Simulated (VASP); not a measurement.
# Hf (P6_3/mmc) in VASP: further runs, part 2 of 3

VASP 6.6.1.

## 4. Single point, PBE

File INCAR:

```
SYSTEM = Hf
  ALGO = Normal
  EDIFF = 1E-7
  ENCUT = 520
  GGA = PE
  ISIF = 2
  ISMEAR = 0
  LASPH = .TRUE.
  LCHARG = .FALSE.
  LREAL = .FALSE.
  LWAVE = .FALSE.
  NBANDS = 17
  NELM = 60
  PREC = Accurate
  SIGMA = 0.03
```

File KPOINTS:

```
k-points
0
G
  11 11 6
  0 0 0
```

File POSCAR:

```
Hf
1.0
    3.2045059552      0.0000000000      0.0000000000
   -1.6022529776      2.7751835638      0.0000000000
    0.0000000000      0.0000000000      5.0738215932
Hf
2
Direct
    0.3333333333      0.6666666667      0.2500000000
    0.6666666667      0.3333333333      0.7500000000
```

Potentials or basis: VASP PAW PBE potentials, release 64 (Hf_pv).

Command:

```console
cat potpaw_PBE.64/Hf_pv/POTCAR > POTCAR
mpirun -np 1 vasp_std > vasp.out
```

OUTCAR:

```text
SYSTEM = Hf
   EDIFF = 1E-7
   ENCUT = 520
   GGA = PE
   ISIF = 2
   ISMEAR = 0
   LASPH = .TRUE.
   LREAL = .FALSE.
   NELM = 60
   PREC = Accurate

 ion  position               nearest neighbor table
   1  0.333  0.667  0.250-   2 3.14   2 3.14   2 3.14   2 3.14   2 3.14   2 3.14
   2  0.667  0.333  0.750-   1 3.14   1 3.14   1 3.14   1 3.14   1 3.14   1 3.14

  LATTYP: Found a hexagonal cell.
 ALAT       =     3.2045059552
 C/A-ratio  =     1.5833397298

  Lattice vectors:

 A1 = (   3.2045059552,   0.0000000000,   0.0000000000)
 A2 = (  -1.6022529776,   2.7751835638,   0.0000000000)
 A3 = (   0.0000000000,   0.0000000000,   5.0738215932)

Analysis of symmetry for initial positions (statically):
=====================================================================
 Subroutine PRICEL returns:
 Original cell was already a primitive cell.

 Routine SETGRP: Setting up the symmetry group for a
 hexagonal supercell.

 Subroutine GETGRP returns: Found 24 space group operations
 (whereof 12 operations were pure point group operations)
 out of a pool of 24 trial point group operations.

[... 159 lines left out ...]
  ext. energy  EPLUGINS =         0.00000000
  ---------------------------------------------------
  free energy    TOTEN  =       -19.84678320 eV

  energy without entropy =      -19.84528495  energy(sigma->0) =      -19.84603408

 E-fermi :   4.8286     XC(G=0): -11.2459

 val. band max:        4.8217664865   @ k =   0.0909  -0.0000   0.5000
 cond. band min:       4.8985602870   @ k =   0.2727   0.1818   0.5000
 fundamental gap:      0.0767938005
 Fermi energy:         4.8285991732

 k-point     1 :       0.0000    0.0000    0.0000
  band No.  band energies     occupation
      1     -26.2249      2.00000
      2     -25.5051      2.00000
      3     -25.5051      2.00000
      4     -25.3841      2.00000
      5     -25.3813      2.00000
      6     -25.3813      2.00000
[... 457 lines left out ...]
      4     -25.5761      2.00000
      5     -25.4567      2.00000
      6     -25.4432      2.00000
[... 9 lines left out ...]
     16       8.5342      0.00000
     17      10.6562      0.00000

 [... further k-points ...]
[... 5 lines left out ...]
  --------------------------------------------------------------------------------------
  -------------------------------------------------------------------------------------
  Total       -0.0932086     -0.0932086     -0.0652461      0.0000000      0.0000000     -0.0000000
  in kB       -3.3096234     -3.3096234     -2.3167390      0.0000000      0.0000000     -0.0000000
  external PRESSURE =      -2.9786620 kB  Pullay stress =       0.0000000 kB

 VOLUME and BASIS-vectors are now :
 -----------------------------------------------------------------------------
  energy-cutoff  :      520.00
  volume of cell :       45.12
      direct lattice vectors                 reciprocal lattice vectors
     3.204505955  0.000000000  0.000000000     0.312060584  0.180168262  0.000000000
    -1.602252978  2.775183564  0.000000000     0.000000000  0.360336524  0.000000000
     0.000000000  0.000000000  5.073821593     0.000000000  0.000000000  0.197090099

 POSITION                                       TOTAL-FORCE (eV/Angst)
 -----------------------------------------------------------------------------------
     -0.00000      1.85012      1.26846         0.000000      0.000000      0.000000
      1.60225      0.92506      3.80537        -0.000000     -0.000000      0.000000
 -----------------------------------------------------------------------------------
    total drift:                               -0.000000      0.000000     -0.000000

  FREE ENERGIE OF THE ION-ELECTRON SYSTEM (eV)
  ---------------------------------------------------
  free  energy   TOTEN  =       -19.8467832003 eV

  energy  without entropy=      -19.8452849535  energy(sigma->0) =      -19.84603408
```

Wall time 16 s (1 thread of Intel Xeon 6975P-C (Granite Rapids), shared host); peak memory 0.18 GiB.

Results:

```yaml
Free_energy: -19.8468 eV
Pressure: -0.3 GPa
Band_gap_on_the_k_mesh: zero (bands 10 and 11 overlap by 1.48 eV)
```

Stress tensor (GPa, compression positive):
```
-0.33  0.00  0.00
 0.00 -0.33  0.00
 0.00  0.00 -0.23
```

Levels at points of the mesh, in eV from the Fermi level:
```tsv
k point	band 6	band 7	band 8	band 9	band 10	band 11	band 12	band 13	band 14	band 15
(0.00, 0.00, 0.00)	-30.21	-7.32	-3.65	0.64	1.21	1.21	1.48	2.02	2.02	2.66
(0.00, 0.00, 0.50)	-30.27	-5.36	-5.36	0.18	0.18	1.10	1.10	1.10	1.10	4.78
```

Caveat: spin-orbit coupling is left out, which moves the levels of the heavy elements.

## 5. Single point, PBE

File INCAR:

```
PREC = Accurate ; ENCUT = 520
EDIFF = 1E-6 ; ISMEAR = 0
SIGMA = 0.1 ; LREAL = False
LASPH = True ; NELM = 100
ALGO = Normal ; ISIF = 2
LWAVE = False ; LCHARG = False
GGA = PE ; NBANDS = 17
```

File KPOINTS:

```
Automatic mesh
0
Gamma
  11 11 6
```

POSCAR is that of step 4.

Potentials or basis: VASP PAW PBE potentials, release 64 (Hf_pv).

Command:

```console
cat potpaw_PBE.64/Hf_pv/POTCAR > POTCAR
mpirun -np 1 vasp_std > vasp.out
```

OUTCAR:

```text
PREC = Accurate
   ENCUT = 520
   EDIFF = 1E-6
   ISMEAR = 0
   LREAL = False
   LASPH = True
   NELM = 100
   ISIF = 2
   GGA = PE

 ion  position               nearest neighbor table
   1  0.333  0.667  0.250-   2 3.14   2 3.14   2 3.14   2 3.14   2 3.14   2 3.14
   2  0.667  0.333  0.750-   1 3.14   1 3.14   1 3.14   1 3.14   1 3.14   1 3.14

  LATTYP: Found a hexagonal cell.
 ALAT       =     3.2045059552
 C/A-ratio  =     1.5833397298

  Lattice vectors:

 A1 = (   3.2045059552,   0.0000000000,   0.0000000000)
 A2 = (  -1.6022529776,   2.7751835638,   0.0000000000)
 A3 = (   0.0000000000,   0.0000000000,   5.0738215932)

Analysis of symmetry for initial positions (statically):
=====================================================================
 Subroutine PRICEL returns:
 Original cell was already a primitive cell.

 Routine SETGRP: Setting up the symmetry group for a
 hexagonal supercell.

 Subroutine GETGRP returns: Found 24 space group operations
 (whereof 12 operations were pure point group operations)
 out of a pool of 24 trial point group operations.

The static configuration has the point symmetry D_3d.
 The point group associated with its full space group is D_6h.

Analysis of symmetry for dynamics (positions and initial velocities):
=====================================================================
 Subroutine PRICEL returns:
 Original cell was already a primitive cell.

 Routine SETGRP: Setting up the symmetry group for a
 hexagonal supercell.

 Subroutine GETGRP returns: Found 24 space group operations
 (whereof 12 operations were pure point group operations)
 out of a pool of 24 trial point group operations.

The dynamic configuration has the point symmetry D_3d.
 The point group associated with its full space group is D_6h.
[... 107 lines left out ...]
   POTIM  = 0.5000    time-step for ionic-motion
   TEBEG  =    0.0;   TEEND  =   0.0 temperature during run
   PSTRESS=    0.0 pullay stress
   NELECT =      20.0000    total number of electrons
   NUPDOWN=      -1.0000    fix difference up-down
   EMIN   =  10.00;   EMAX   =-10.00  energy-range for DOS
   EFERMI =   0.00;   METHOD = LEGACY
   ISMEAR =     0;   SIGMA  =   0.10  broadening in eV -4-tet -1-fermi 0-gaus
   EFERMI_NEDOS =   21; number of points for ismear=-14 and -15
   IALGO  =     38    algorithm
   IMIX   =      4    mixing-type and parameters
     AMIX     =   0.40;   BMIX     =  1.00
     AMIX_MAG =   1.60;   BMIX_MAG =  1.00
  volume/ion in A,a.u.               =      22.56       152.25
  Fermi-wavevector in a.u.,A,eV,Ry     =   1.248213  2.358781 21.198375  1.558037
  Thomas-Fermi vector in A             =   2.382310
   LORBIT       =      0    0 simple, 1 ext, 2 COOP (PROOUT), +10 PAW based schemes
   GGA     = PE    functional components
   LHFCALC =     F    Hartree Fock is set to
   AEXX    =    0.0000 exact exchange contribution
   IVDW    =     0    specifies the selected vdW correction
   LEPSILON=     F    determine dielectric tensor
   LRPA    =     F    only Hartree local field effects (RPA)
 non-spin polarized calculation
 Gauss-broadening in eV      SIGMA  =   0.10
  energy-cutoff  :      520.00
  volume of cell :       45.12
 maximum number of plane-waves:      1231
 NGX is ok and might be reduce to    24
   NGX = 11   NGY = 11   NGZ = 19

 number of electron      20.0000006 magnetization

 Free energy of the ion-electron system (eV)
  ---------------------------------------------------
  ext. energy  EPLUGINS =         0.00000000
  ---------------------------------------------------
  free energy    TOTEN  =       -19.85199014 eV

  energy without entropy =      -19.84206926  energy(sigma->0) =      -19.84702970

 E-fermi :   4.8512     XC(G=0): -11.2455

 val. band max:        4.8222504124   @ k =   0.0909  -0.0000   0.5000
 cond. band min:       4.8992058220   @ k =   0.2727   0.1818   0.5000
 fundamental gap:      0.0769554096
 Fermi energy:         4.8511647717

 k-point     1 :       0.0000    0.0000    0.0000
  band No.  band energies     occupation
      1     -26.2222      2.00000
      2     -25.5027      2.00000
      3     -25.5027      2.00000
      4     -25.3813      2.00000
      5     -25.3788      2.00000
      6     -25.3788      2.00000
[... 457 lines left out ...]
      4     -25.5736      2.00000
      5     -25.4540      2.00000
      6     -25.4407      2.00000
[... 9 lines left out ...]
     16       8.5354      0.00000
     17      10.6579      0.00000

 [... further k-points ...]
[... 5 lines left out ...]
  --------------------------------------------------------------------------------------
  -------------------------------------------------------------------------------------
  Total       -0.1091227     -0.1091227     -0.1138351      0.0000000      0.0000000      0.0000000
  in kB       -3.8746963     -3.8746963     -4.0420230      0.0000000      0.0000000      0.0000000
  external PRESSURE =      -3.9304719 kB  Pullay stress =       0.0000000 kB

 VOLUME and BASIS-vectors are now :
 -----------------------------------------------------------------------------
  energy-cutoff  :      520.00
  volume of cell :       45.12
      direct lattice vectors                 reciprocal lattice vectors
     3.204505955  0.000000000  0.000000000     0.312060584  0.180168262  0.000000000
    -1.602252978  2.775183564  0.000000000     0.000000000  0.360336524  0.000000000
     0.000000000  0.000000000  5.073821593     0.000000000  0.000000000  0.197090099

 POSITION                                       TOTAL-FORCE (eV/Angst)
 -----------------------------------------------------------------------------------
     -0.00000      1.85012      1.26846        -0.000000      0.000000      0.000000
      1.60225      0.92506      3.80537         0.000000     -0.000000      0.000000
 -----------------------------------------------------------------------------------
    total drift:                               -0.000000      0.000000     -0.000000

  FREE ENERGIE OF THE ION-ELECTRON SYSTEM (eV)
  ---------------------------------------------------
  free  energy   TOTEN  =       -19.8519901417 eV

  energy  without entropy=      -19.8420692633  energy(sigma->0) =      -19.84702970
```

OSZICAR:

```text
N       E                     dE             d eps       ncg     rms          rms(c)
DAV:   1     0.517297864208E+02    0.51730E+02   -0.11328E+04  2176   0.111E+03
DAV:   2    -0.186404676291E+02   -0.70370E+02   -0.68674E+02  2798   0.250E+02
DAV:   3    -0.205631625557E+02   -0.19227E+01   -0.19029E+01  2772   0.276E+01
DAV:   4    -0.205805558413E+02   -0.17393E-01   -0.17380E-01  2758   0.304E+00
DAV:   5    -0.205807270346E+02   -0.17119E-03   -0.17116E-03  2806   0.276E-01    0.650E+01
DAV:   6    -0.200476617262E+02    0.53307E+00   -0.50194E-01  2558   0.456E+00    0.386E+01
DAV:   7    -0.198630773102E+02    0.18458E+00   -0.85620E-01  2641   0.570E+00    0.184E+00
DAV:   8    -0.198518888071E+02    0.11189E-01   -0.56054E-02  2480   0.154E+00    0.539E-01
DAV:   9    -0.198520038910E+02   -0.11508E-03   -0.12530E-03  2988   0.254E-01    0.206E-01
DAV:  10    -0.198519854863E+02    0.18405E-04   -0.51508E-05  2578   0.483E-02    0.190E-01
DAV:  11    -0.198519900605E+02   -0.45743E-05   -0.50837E-06  2873   0.171E-02    0.140E-02
DAV:  12    -0.198519901417E+02   -0.81183E-07   -0.43637E-07  1446   0.448E-03
   1 F= -.19851990E+02 E0= -.19847030E+02  d E =-.992088E-02
```

stdout:

```text
POSCAR found type information on POSCAR Hf
 POSCAR found :  1 types and       2 ions
 scaLAPACK will be used
 LDA part: xc-table for (Slater+PW92), standard interpolation
 POSCAR, INCAR and KPOINTS ok, starting setup
 FFT: planning ... GRIDC
 FFT: planning ... GRID_SOFT
 FFT: planning ... GRID
 WAVECAR not read
 entering main loop
```

It took 13 s on 1 thread of Intel Xeon 6975P-C (Granite Rapids), shared host; peak memory 0.18 GiB.

What came out:

* Free energy: -19.8520 eV
* Pressure: -0.4 GPa
* Band gap on the k mesh: zero (bands 10 and 11 overlap by 1.48 eV)

Levels at points of the mesh, in eV from the Fermi level:
| k point | band 8 | band 9 | band 10 | band 11 | band 12 | band 13 |
| --- | --- | --- | --- | --- | --- | --- |
| (0.00, 0.00, 0.00) | -3.68 | 0.62 | 1.19 | 1.19 | 1.45 | 2.00 |
| (0.00, 0.00, 0.50) | -5.38 | 0.15 | 0.15 | 1.08 | 1.08 | 1.08 |

Caveat: spin-orbit coupling is left out, which moves the levels of the heavy elements.

(Continued in part 3 of 3.)
